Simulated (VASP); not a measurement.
Crystal: Hg.

```
Hg
1.0
     5.48595    0.00000    0.00000
    -2.74298    4.75098    0.00000
     0.00000    0.00000    3.40129
Hg
3
Direct
  0.00000 0.00000 0.00000
  0.33333 0.66667 0.50000
  0.66667 0.33333 0.50000
```

| Item | Value |
| --- | --- |
| Program | VASP 6.6.1 |
| Task | relaxation of cell and atoms |
| Functional | PBE |
| Potentials or basis | VASP PAW PBE potentials, release 64 (Hg_sv_GW) |
| Cutoff | 550 eV |
| k mesh | 7 × 7 × 10 |
| Occupations | fermi-dirac, width 0.05 eV |
| Spin | no spin polarisation |

At the start: pressure -0.2 GPa; volume 29.55 Å³/atom.

Q: Where does the relaxation end?

A: Over 9 steps the energy falls by 2.5 meV/atom and the volume is 28.99 Å³/atom (-1.9 %); space group P6/mmm (No. 191, to 0.1 Å) before and after.

Step by step:
| step | energy change (eV) | largest force (eV/Å) | pressure (GPa) | volume (Å³) |
| --- | --- | --- | --- | --- |
| 1 | 0.0000 | 0.0000 | -0.23 | 88.65 |
| 2 | -0.0023 | 0.0000 | -0.16 | 88.11 |
| 3 | -0.0063 | 0.0000 | 0.11 | 86.48 |
| 4 | -0.0064 | 0.0000 | 0.20 | 86.01 |
| 5 | -0.0073 | 0.0000 | 0.10 | 86.49 |
| 6 | -0.0075 | 0.0000 | 0.02 | 86.90 |
| 7 | -0.0075 | 0.0000 | 0.03 | 86.85 |
| 8 | -0.0075 | 0.0000 | 0.02 | 86.86 |
| 9 | -0.0076 | 0.0000 | 0.01 | 86.96 |

Final structure:
```
Hg
1.0
     5.53255    0.00000    0.00000
    -2.76627    4.79133    0.00000
     0.00000    0.00000    3.28044
Hg
3
Direct
  0.00000 0.00000 0.00000
  0.33333 0.66667 0.50000
  0.66667 0.33333 0.50000
```
